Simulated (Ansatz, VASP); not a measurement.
**Ru2F: VASP beside Ansatz**

```
Ru F
1.0
     3.78948    0.00000    0.00000
     1.70969    3.87929    0.00000
     1.82034   -0.70096    5.10323
Ru F
4 2
Direct
  0.65333 0.16874 0.76058
  0.65925 0.17385 0.27504
  0.35102 0.82632 0.58908
  0.34189 0.83471 0.10013
  0.98742 0.48858 0.89893
  0.00709 0.50781 0.37624
```

Change from the starting cell: the structure that the rattled cell fell into.

Alike in both runs: task single point; functional PBE; k mesh 6 × 4 × 4; occupations gaussian, width 0.1 eV; no spin polarisation.

```csv
,VASP,Ansatz
version,VASP 6.6.1,Ansatz 0.2.0
potentials or method,"VASP PAW PBE potentials, release 64 (Ru_pv, F), cutoff 520 eV","scalar-relativistic, plane waves, PAW"
valence electrons in the cell,70,78
```

Ansatz gave:

| Item | Value |
| --- | --- |
| gap on the k mesh at the Fermi level (eV) | none |
| pressure (GPa) | 10.1 |
| traceless stress, the component that is largest in VASP (GPa) | -10.13 |
| rms of the force components (eV/Å) | 0.156 |

Q: Which values does VASP return?

A: gap on the k mesh at the Fermi level (eV): none; pressure (GPa): 10.3; traceless stress, the component that is largest in VASP (GPa): -10.60; rms of the force components (eV/Å): 0.144.

Atom by atom the forces differ by 0.046 eV/Å (rms over components). A gap of «none» marks a metal or a gap that the smearing closes. VASP's potentials hold 70 valence electrons a cell and Ansatz's 78, so a difference there can come from the potentials and not from the codes.

The k mesh is coarse, so the values compare programs but aren't converged.
